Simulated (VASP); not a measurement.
A run of VASP 6.6.1 is set up as follows.

The input INCAR:

```
SYSTEM = SiO2
  PREC = Accurate
  ENCUT = 520
  EDIFF = 1E-6
  ISMEAR = 0
  SIGMA = 0.02
  LREAL = .FALSE.
  LASPH = .TRUE.
  NELM = 100
  ALGO = Normal
  ISIF = 2
  LWAVE = .FALSE.
  LCHARG = .FALSE.
  GGA = CA
  NBANDS = 44
```

Contents of KPOINTS:

```
Automatic mesh
0
G
  6 6 6
  0 0 0
```

Contents of POSCAR:

```
SiO2
1.0
   -4.4553296906      4.4553296906      2.6073622167
    4.4553296906     -4.4553296906      2.6073622167
    4.4553296906      4.4553296906     -2.6073622167
Si O
4 8
Direct
    0.1769371919      0.1769371919      0.3538743837
    0.8230628081      0.1769371919      0.0000000000
    0.1769371919      0.8230628081      0.0000000000
    0.8230628081      0.8230628081      0.6461256163
    0.5000000000      0.5000000000      0.5000000000
    0.0000000000      0.5000000000      0.0000000000
    0.5000000000      0.0000000000      0.0000000000
    0.0000000000      0.0000000000      0.5000000000
    0.0000000000      0.2089418893      0.2089418893
    0.7910581107      0.0000000000      0.7910581107
    0.2089418893      0.0000000000      0.2089418893
    0.0000000000      0.7910581107      0.7910581107
```

Potentials or basis: VASP PAW LDA potentials, release 64 (Si, O).

The run is started by

```console
$ cat potpaw_LDA.64/Si/POTCAR potpaw_LDA.64/O/POTCAR > POTCAR
$ mpirun -np 1 vasp_std > vasp.out
```

(1) What does it give for the band gap on the k mesh?

(2) What does it give for the largest force?

Answers

(1) 5.34 eV.

(2) 0.031 eV/Å.
